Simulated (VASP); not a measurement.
Ti3Al5, 8 atoms in the cell. Symmetry: P4/mmm, No. 123, tetragonal system. The conventional cell has a = 3.895 Å, b = 3.895 Å, c = 8.326 Å, α = 90.00°, β = 90.00°, γ = 90.00°. Ti (site symmetry 4/mmm) has 4 Ti at 2.75 Å and 8 Al at 2.85 Å within 3.6 Å. Within 3.6 Å of Ti (site symmetry 4/mmm) lie 12 Al at 2.75 to 2.85 Å. Ti (site symmetry 4/mmm) has 4 Ti at 2.75 Å and 8 Al at 2.85 Å within 3.6 Å. Within 3.6 Å of Al (site symmetry 2mm) lie 6 Al at 2.75 to 2.85 Å and 6 Ti at 2.85 Å. Al (site symmetry 4/mmm) has 4 Ti at 2.75 Å and 8 Al at 2.85 Å within 3.6 Å. 

```yaml
Program: VASP 6.6.1
Task: single point
Functional: r2SCAN
Potentials_or_basis: VASP PAW PBE potentials, release 64 (Ti_sv, Al)
Cutoff: 520 eV
k_mesh: 6 × 6 × 2
Occupations: gaussian, width 0.1 eV
Spin: no spin polarisation
Dipole_correction: no
Further_INCAR_settings: ALGO = Normal; EDIFF = 1e-06; NBANDS = 36
```

Potentials or basis: VASP PAW PBE potentials, release 64 (Ti_sv, Al).

The run is started by

```sh
$ cat potpaw_PBE.64/Ti_sv/POTCAR potpaw_PBE.64/Al/POTCAR > POTCAR
$ cp INCAR.step1 INCAR
$ mpirun -np 1 vasp_std > vasp.out
$ cp INCAR.step2 INCAR
$ mpirun -np 1 vasp_std > vasp.out
```

Hardware: 1 thread of Intel(R) Xeon(R) Platinum 8375C CPU @ 2.90GHz (Ice Lake), with other jobs on the host.

Question: Estimate the wall time of this run.

Answer: It took 4.6 min on 1 thread of Intel(R) Xeon(R) Platinum 8375C CPU @ 2.90GHz (Ice Lake) (shared host), peak memory 0.28 GiB. Counts: k points 20.
